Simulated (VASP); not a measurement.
Write the native input for VASP 6.6.1 that does the following.

```
Task                   : single point
Functional             : PBEsol
Potentials or basis    : VASP PAW PBE potentials, release 64 (Mg)
Cutoff                 : 520 eV
k mesh                 : 18 × 18 × 8
Occupations            : gaussian, width 0.1 eV
Spin                   : no spin polarisation
Dipole correction      : no
Further INCAR settings : ALGO = Normal; EDIFF = 1e-07; NBANDS = 9
```

The structure of Mg lies in POSCAR:

```
Mg
1.0
    3.1221260888      0.0000000000      0.0000000000
   -1.5610630444      2.7038405067      0.0000000000
    0.0000000000      0.0000000000      5.0092052449
Mg
2
Direct
    0.3333333333      0.6666666667      0.2500000000
    0.6666666667      0.3333333333      0.7500000000
```

These files were run (other wordings do the same):

INCAR

```
ALGO = Normal
EDIFF = 1E-7
ENCUT = 520
GGA = PS
ISIF = 2
ISMEAR = 0
LASPH = True
LCHARG = False
LREAL = False
LWAVE = False
NBANDS = 9
NELM = 80
PREC = Accurate
SIGMA = 0.1
```

KPOINTS

```
k-points
0
Gamma
  18 18 8
```

Potentials or basis: VASP PAW PBE potentials, release 64 (Mg).

Launch:

```console
$ cat potpaw_PBE.64/Mg/POTCAR > POTCAR
$ mpirun -np 1 vasp_std > vasp.out
```

Results of the run:

```
Pressure               : 2.6 GPa
Band gap on the k mesh : zero (bands 2 and 3 overlap by 2.14 eV)
```

Caveat: the PAW data sets were made with another functional, which shifts forces and pressure a little.

It took 53 s on 1 thread of Intel Xeon 8259CL, on a shared host, peak memory 0.2 GiB.
